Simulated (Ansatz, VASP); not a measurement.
**Sn in VASP and in Ansatz**

INCAR

```
SYSTEM = Sn
PREC = Accurate
ENCUT = 520
EDIFF = 1E-7
ISMEAR = -1
SIGMA = 0.05
LREAL = .False.
LASPH = .True.
NELM = 60
ALGO = Normal
ISIF = 2
LWAVE = .False.
LCHARG = .False.
GGA = PE
NBANDS = 13
```

Contents of KPOINTS:

```
Automatic mesh
0
Gamma
  13 13 12
  0 0 0
```

POSCAR

```
Sn
1.0
    2.5062722540      0.0000000000      0.0000000000
   -1.2531361270      2.1704954407      0.0000000000
    0.0000000000      0.0000000000      2.3570017961
Sn
1
Direct
    0.0000000000      0.0000000000      0.0000000000
```

Input for Ansatz:

```yaml
crystal:
  lattice:
    - [2.506272254, 0.0, 0.0]
    - [-1.253136127, 2.1704954407, 0.0]
    - [0.0, 0.0, 2.3570017961]
  atoms:
    - { symbol: Sn, position: [0.0, 0.0, 0.0] }
kpoints:
  mp_grid: { grid: [13, 13, 12] }
scf:
  occupations: { method: fermi_dirac, width: 0.05 }
hamiltonian:
  xc: pbe
  pseudopotentials: { kind: all_electron, lapw: { basis_error: 0.001 } }
output:
  forces: true
  stress: true
  eigenvalues: true
  populations: true
```

Change from the starting cell: volume scaled by 0.45, LAPW.

Alike in both runs: task single point; functional PBE; k mesh 13 × 13 × 12; occupations fermi-dirac, width 0.05 eV; no spin polarisation.

|  | VASP | Ansatz |
| --- | --- | --- |
| version | VASP 6.6.1 | Ansatz 0.2.0 |
| potentials or method | VASP PAW PBE potentials, release 64 (Sn_d), cutoff 520 eV | all-electron LAPW, scalar-relativistic |

Ansatz gave:

* pressure (GPa): 253.3
* traceless stress, the component that is largest in VASP (GPa): -0.11

Problem. What did VASP give for the same quantities?

Solution. Pressure (GPa): 254.3; traceless stress, the component that is largest in VASP (GPa): -0.09.

Both programs put the cell under a high pressure, so it lies far from rest at this level. Ansatz ran all-electron here, and VASP with PAW potentials.

Noted on VASP's run: the cell as given lies far from equilibrium.
